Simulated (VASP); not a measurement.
# TiO2 (Pbcn) in VASP: single point with PBE+U

Aim: the single point of TiO2 with PBE+U.

Everything below comes from runs of VASP 6.6.1. Logs are shortened: lines on timing, memory, paths and dates and some standing lists are left out, and cuts for length are marked.

### 1 The cell of the first run

Symmetry: Pbcn, No. 60, orthorhombic system. The conventional cell has a = 4.637 Å, b = 5.614 Å, c = 5.027 Å, α = 90.00°, β = 90.00°, γ = 90.00°. Ti (site symmetry 2) has 6 O at 1.93 to 2.11 Å within 2.6 Å. Within 2.7 Å of O (site symmetry 1) lie 3 Ti at 1.93 to 2.11 Å and 2 O at 2.62 to 2.69 Å.

### 2 Single point, PBE+U (equal strain along all axes, cell held: +1.0 %, then relaxed in part)

The input, INCAR:

```
SYSTEM = TiO2
PREC = Accurate ; ENCUT = 520
EDIFF = 1E-6 ; ISMEAR = 0
SIGMA = 0.02 ; LREAL = .False.
LASPH = .True. ; NELM = 150
ALGO = Normal ; ISIF = 2
LWAVE = .False. ; LCHARG = .True.
LMAXMIX = 4 ; LDAU = .True.
LDAUTYPE = 2 ; LDAUL = 2 -1
LDAUU = 4 0 ; LDAUJ = 0 0
LDAUPRINT = 1 ; GGA = PE
LELF = .True. ; LVHAR = .True.
NBANDS = 60
```

The input, KPOINTS:

```
Automatic mesh
0
Gamma
  6 4 6
  0 0 0
```

The input, POSCAR:

```
TiO2
1.0
    4.6371388862      0.0000000000      0.0000000000
    0.0000000000      5.6143833539      0.0000000000
    0.0000000000      0.0000000000      5.0267092847
Ti O
4 8
Direct
    0.5000000000      0.6694947640      0.7500000000
    0.0000000000      0.8305052360      0.2500000000
    0.5000000000      0.3305052360      0.2500000000
    0.0000000000      0.1694947640      0.7500000000
    0.7256247015      0.6199274167      0.0814630505
    0.2256247015      0.8800725833      0.9185369495
    0.7743752985      0.8800725833      0.5814630505
    0.2743752985      0.6199274167      0.4185369495
    0.7256247015      0.3800725833      0.5814630505
    0.2256247015      0.1199274167      0.4185369495
    0.7743752985      0.1199274167      0.0814630505
    0.2743752985      0.3800725833      0.9185369495
```

Potentials or basis: VASP PAW PBE potentials, release 64 (Ti_sv, O).

Command:

```sh
$ cat potpaw_PBE.64/Ti_sv/POTCAR potpaw_PBE.64/O/POTCAR > POTCAR
$ mpirun -np 1 vasp_std > vasp.out
```

OUTCAR:

```text
SYSTEM = TiO2
   PREC = Accurate
   ENCUT = 520
   EDIFF = 1E-6
   ISMEAR = 0
   LREAL = .False.
   LASPH = .True.
   NELM = 150
   ISIF = 2
   GGA = PE

 ion  position               nearest neighbor table
   1  0.500  0.669  0.750-   6 1.93   7 1.93   5 1.99   8 1.99   9 2.11  12 2.11
   2  0.000  0.831  0.250-   5 1.93   8 1.93   7 1.99   6 1.99  10 2.11  11 2.11
   3  0.500  0.331  0.250-  10 1.93  11 1.93   9 1.99  12 1.99   5 2.11   8 2.11
   4  0.000  0.169  0.750-   9 1.93  12 1.93  11 1.99  10 1.99   6 2.11   7 2.11
   5  0.726  0.620  0.081-   2 1.93   1 1.99   3 2.11
   6  0.226  0.880  0.919-   1 1.93   2 1.99   4 2.11
   7  0.774  0.880  0.581-   1 1.93   2 1.99   4 2.11
   8  0.274  0.620  0.419-   2 1.93   1 1.99   3 2.11
   9  0.726  0.380  0.581-   4 1.93   3 1.99   1 2.11
  10  0.226  0.120  0.419-   3 1.93   4 1.99   2 2.11
  11  0.774  0.120  0.081-   3 1.93   4 1.99   2 2.11
  12  0.274  0.380  0.919-   4 1.93   3 1.99   1 2.11

  LATTYP: Found a simple orthorhombic cell.
 ALAT       =     4.6371388862
 B/A-ratio  =     1.0840109404
 C/A-ratio  =     1.2107429800

  Lattice vectors:

 A1 = (  -4.6371388862,   0.0000000000,   0.0000000000)
 A2 = (   0.0000000000,   0.0000000000,   5.0267092847)
 A3 = (   0.0000000000,   5.6143833539,   0.0000000000)

Analysis of symmetry for initial positions (statically):
=====================================================================
 Subroutine PRICEL returns:
 Original cell was already a primitive cell.

 Routine SETGRP: Setting up the symmetry group for a
 simple orthorhombic supercell.

 Subroutine GETGRP returns: Found  8 space group operations
 (whereof  2 operations were pure point group operations)
 out of a pool of  8 trial point group operations.

The static configuration has the point symmetry S_2 .
 The point group associated with its full space group is D_2h.

Analysis of symmetry for dynamics (positions and initial velocities):
=====================================================================
 Subroutine PRICEL returns:
 Original cell was already a primitive cell.

 Routine SETGRP: Setting up the symmetry group for a
 simple orthorhombic supercell.

 Subroutine GETGRP returns: Found  8 space group operations
 (whereof  2 operations were pure point group operations)
 out of a pool of  8 trial point group operations.

The dynamic configuration has the point symmetry S_2 .
 The point group associated with its full space group is D_2h.

 Subroutine INISYM returns: Found  8 space group operations
 (whereof  2 operations are pure point group operations),
 and found     1 'primitive' translations

----------------------------------------------------------------------------------------

                                     Primitive cell

  volume of cell :     130.8687

  direct lattice vectors                    reciprocal lattice vectors
     4.637138886  0.000000000  0.000000000     0.215650215  0.000000000  0.000000000
     0.000000000  5.614383354  0.000000000     0.000000000  0.178113951  0.000000000
     0.000000000  0.000000000  5.026709285     0.000000000  0.000000000  0.198937305

  length of vectors
     4.637138886  5.614383354  5.026709285     0.215650215  0.178113951  0.198937305

  position of ions in fractional coordinates (direct lattice)
     0.500000000  0.669494764  0.750000000
     0.000000000  0.830505236  0.250000000
     0.500000000  0.330505236  0.250000000
     0.000000000  0.169494764  0.750000000
     0.725624702  0.619927417  0.081463050
     0.225624702  0.880072583  0.918536950
[... 82 lines left out ...]
   NGXF,Y,Z  is equivalent  to a cutoff of  25.81, 24.87, 26.46 a.u.
 SYSTEM =  TiO2
   PREC   = accura    normal or accurate (medium, high low for compatibility)
   ISTART =      0    job   : 0-new  1-cont  2-samecut
   ICHARG =      2    charge: 1-file 2-atom 10-const
   ISPIN  =      1    spin polarized calculation?
   LNONCOLLINEAR =      F non collinear calculations
   LSORBIT =      F    spin-orbit coupling
   LASPH  =      T    aspherical Exc in radial PAW
   ENCUT  =  520.0 eV  38.22 Ry    6.18 a.u.   8.62 10.44  9.35*2*pi/ulx,y,z
   NELM   =    150;   NELMIN=  2; NELMDL= -5     # of ELM steps
   EDIFF  = 0.1E-05   stopping-criterion for ELM
   LREAL  =      F    real-space projection
   EDIFFG = 0.1E-04   stopping-criterion for IOM
   NSW    =      0    number of steps for IOM
   IBRION =     -1    ionic relax: 0-MD 1-quasi-New 2-CG
   NFREE  =      0    steps in history (QN), initial steepest desc. (CG)
   ISIF   =      2    stress and relaxation
   ISYM   =      2    0-nonsym 1-usesym 2-fastsym
   POTIM  = 0.5000    time-step for ionic-motion
   TEBEG  =    0.0;   TEEND  =   0.0 temperature during run
   PSTRESS=    0.0 pullay stress
   NELECT =      96.0000    total number of electrons
   NUPDOWN=      -1.0000    fix difference up-down
   EMIN   =  10.00;   EMAX   =-10.00  energy-range for DOS
   EFERMI =   0.00;   METHOD = LEGACY
   ISMEAR =     0;   SIGMA  =   0.02  broadening in eV -4-tet -1-fermi 0-gaus
   EFERMI_NEDOS =   21; number of points for ismear=-14 and -15
   IALGO  =     38    algorithm
   IMIX   =      4    mixing-type and parameters
     AMIX     =   0.40;   BMIX     =  1.00
     AMIX_MAG =   1.60;   BMIX_MAG =  1.00
  volume/ion in A,a.u.               =      10.91        73.60
  Fermi-wavevector in a.u.,A,eV,Ry     =   1.476454  2.790094 29.659565  2.179917
  Thomas-Fermi vector in A             =   2.590979
   LORBIT       =      0    0 simple, 1 ext, 2 COOP (PROOUT), +10 PAW based schemes
 LDA+U is selected, type is set to LDAUTYPE =  2
   angular momentum for each species LDAUL =     2   -1
   U (eV)           for each species LDAUU =   4.0  0.0
   J (eV)           for each species LDAUJ =   0.0  0.0
   GGA     = PE    functional components
   LHFCALC =     F    Hartree Fock is set to
   AEXX    =    0.0000 exact exchange contribution
   IVDW    =     0    specifies the selected vdW correction
   LEPSILON=     F    determine dielectric tensor
   LRPA    =     F    only Hartree local field effects (RPA)
 non-spin polarized calculation
 Gauss-broadening in eV      SIGMA  =   0.02
  energy-cutoff  :      520.00
  volume of cell :      130.87
 maximum number of plane-waves:      3551
 NGX is ok and might be reduce to    36
   NGX = 17   NGY = 21   NGZ = 19

atom =   1  type =  1  l = 2

 onsite density matrix

spin component  1
[... 116 lines left out ...]
  o =  0.0865  v = -0.5649  0.8252  0.0000  0.0000 -0.0000  0.0000  0.0000  0.0000  0.0000  0.0000      0.0000  0.0000  0.0000  0.0000  0.0000  0.0000  0.0000  0.0000  0.0000  0.0000
  o =  0.0865  v =  0.0000  0.0000  0.0000  0.0000  0.0000 -0.5649  0.8252  0.0000  0.0000 -0.0000      0.0000  0.0000  0.0000  0.0000  0.0000  0.0000  0.0000  0.0000  0.0000  0.0000
  o =  0.0926  v =  0.0000 -0.0000  0.8032  0.5644  0.1908  0.0000  0.0000  0.0000  0.0000  0.0000      0.0000  0.0000  0.0000  0.0000  0.0000  0.0000  0.0000  0.0000  0.0000  0.0000
  o =  0.0926  v =  0.0000  0.0000  0.0000  0.0000  0.0000  0.0000 -0.0000  0.8032  0.5644  0.1908      0.0000  0.0000  0.0000  0.0000  0.0000  0.0000  0.0000  0.0000  0.0000  0.0000
  o =  0.1101  v =  0.0000  0.0000 -0.2669  0.0546  0.9622  0.0000  0.0000  0.0000  0.0000  0.0000      0.0000  0.0000  0.0000  0.0000  0.0000  0.0000  0.0000  0.0000  0.0000  0.0000
  o =  0.1101  v =  0.0000  0.0000  0.0000  0.0000  0.0000  0.0000  0.0000 -0.2669  0.0546  0.9622      0.0000  0.0000  0.0000  0.0000  0.0000  0.0000  0.0000  0.0000  0.0000  0.0000
  o =  0.2338  v = -0.8252 -0.5649 -0.0000 -0.0000  0.0000  0.0000  0.0000  0.0000  0.0000  0.0000      0.0000  0.0000  0.0000  0.0000  0.0000  0.0000  0.0000  0.0000  0.0000  0.0000
  o =  0.2338  v =  0.0000  0.0000  0.0000  0.0000  0.0000 -0.8252 -0.5649 -0.0000 -0.0000  0.0000      0.0000  0.0000  0.0000  0.0000  0.0000  0.0000  0.0000  0.0000  0.0000  0.0000
  o =  0.2490  v =  0.0000 -0.0000  0.5327 -0.8237  0.1944  0.0000  0.0000  0.0000  0.0000  0.0000      0.0000  0.0000  0.0000  0.0000  0.0000  0.0000  0.0000  0.0000  0.0000  0.0000
  o =  0.2490  v =  0.0000  0.0000  0.0000  0.0000  0.0000  0.0000 -0.0000  0.5327 -0.8237  0.1944      0.0000  0.0000  0.0000  0.0000  0.0000  0.0000  0.0000  0.0000  0.0000  0.0000

 number of electron      95.9999991 magnetization

 Free energy of the ion-electron system (eV)
  ---------------------------------------------------
  ext. energy  EPLUGINS =         0.00000000
  ---------------------------------------------------
  free energy    TOTEN  =       -96.77922670 eV

  energy without entropy =      -96.77922670  energy(sigma->0) =      -96.77922670

 E-fermi :   4.4502     XC(G=0): -11.2116

 val. band max:        4.3638192150   @ k =   0.0000   0.0000   0.0000
 cond. band min:       7.1920811887   @ k =   0.0000   0.0000   0.5000
 fundamental gap:      2.8282619737
 Fermi energy:         4.4501945982

 k-point     1 :       0.0000    0.0000    0.0000
  band No.  band energies     occupation
      1     -53.4359      2.00000
      2     -53.4216      2.00000
      3     -53.4136      2.00000
      4     -53.4105      2.00000
      5     -29.7271      2.00000
      6     -29.6847      2.00000
[... 1501 lines left out ...]
     59       8.4819      0.00000
     60       8.4819      0.00000

 [... further k-points ...]

------------------------ aborting loop because EDIFF is reached ----------------------------------------

  FORCE on cell =-STRESS in cart. coord.  units (eV):
  Direction    XX          YY          ZZ          XY          YZ          ZX
  --------------------------------------------------------------------------------------
  -------------------------------------------------------------------------------------
  Total       -1.3114500     -1.8429974     -1.7136645      0.0000000      0.0000000      0.0000000
  in kB      -16.0555944    -22.5631314    -20.9797561      0.0000000      0.0000000      0.0000000
  external PRESSURE =     -19.8661606 kB  Pullay stress =       0.0000000 kB

 VOLUME and BASIS-vectors are now :
 -----------------------------------------------------------------------------
  energy-cutoff  :      520.00
  volume of cell :      130.87
      direct lattice vectors                 reciprocal lattice vectors
     4.637138886  0.000000000  0.000000000     0.215650215  0.000000000  0.000000000
     0.000000000  5.614383354  0.000000000     0.000000000  0.178113951  0.000000000
     0.000000000  0.000000000  5.026709285     0.000000000  0.000000000  0.198937305

 POSITION                                       TOTAL-FORCE (eV/Angst)
 -----------------------------------------------------------------------------------
      2.31857      3.75880      3.77003        -0.000000     -0.253092     -0.000000
      0.00000      4.66277      1.25668        -0.000000      0.253092     -0.000000
      2.31857      1.85558      1.25668        -0.000000      0.253092     -0.000000
      0.00000      0.95161      3.77003        -0.000000     -0.253092     -0.000000
      3.36482      3.48051      0.40949        -0.007656     -0.121807      0.013769
      1.04625      4.94106      4.61722        -0.007656      0.121807     -0.013769
      3.59089      4.94106      2.92285         0.007656      0.121807      0.013769
      1.27232      3.48051      2.10386         0.007656     -0.121807     -0.013769
      3.36482      2.13387      2.92285        -0.007656      0.121807      0.013769
      1.04625      0.67332      2.10386        -0.007656     -0.121807     -0.013769
      3.59089      0.67332      0.40949         0.007656     -0.121807      0.013769
      1.27232      2.13387      4.61722         0.007656      0.121807     -0.013769
 -----------------------------------------------------------------------------------
    total drift:                               -0.000000      0.000000     -0.000000

  FREE ENERGIE OF THE ION-ELECTRON SYSTEM (eV)
  ---------------------------------------------------
  free  energy   TOTEN  =       -96.7792266983 eV

  energy  without entropy=      -96.7792266983  energy(sigma->0) =      -96.77922670
```

Wall time 5.6 min (1 thread of Intel Xeon Platinum 8488C (Sapphire Rapids), shared host); peak memory 0.39 GiB.

Results:

```yaml
Free_energy: -96.7792 eV
Pressure: -2.0 GPa
Largest_force: 0.253 eV/Å
Band_gap_on_the_k_mesh: 2.83 eV (least direct gap 2.89 eV)
```

Forces on the atoms (eV/Å):
```
Ti   0.000 -0.253  0.000
Ti   0.000  0.253  0.000
Ti   0.000  0.253  0.000
Ti   0.000 -0.253  0.000
O   -0.008 -0.122  0.014
O   -0.008  0.122 -0.014
O    0.008  0.122  0.014
O    0.008 -0.122 -0.014
O   -0.008  0.122  0.014
O   -0.008 -0.122 -0.014
O    0.008 -0.122  0.014
O    0.008  0.122 -0.014
```

Stress tensor (GPa, compression positive):
```
-1.61  0.00  0.00
 0.00 -2.26  0.00
 0.00  0.00 -2.10
```

Eigenvalues of the final occupation matrices:
```csv
site,spin,trace,eigenvalues
site 1 d,1,0.77,0.09 0.09 0.11 0.23 0.25
site 1 d,2,0.77,0.09 0.09 0.11 0.23 0.25
site 2 d,1,0.77,0.09 0.09 0.11 0.23 0.25
site 2 d,2,0.77,0.09 0.09 0.11 0.23 0.25
site 3 d,1,0.77,0.09 0.09 0.11 0.23 0.25
site 3 d,2,0.77,0.09 0.09 0.11 0.23 0.25
site 4 d,1,0.77,0.09 0.09 0.11 0.23 0.25
site 4 d,2,0.77,0.09 0.09 0.11 0.23 0.25
```

Caveat: the cell differs from its parent crystal (equal strain along all axes, cell held: +1.0 %, then relaxed in part). A k mesh can miss the band edges.
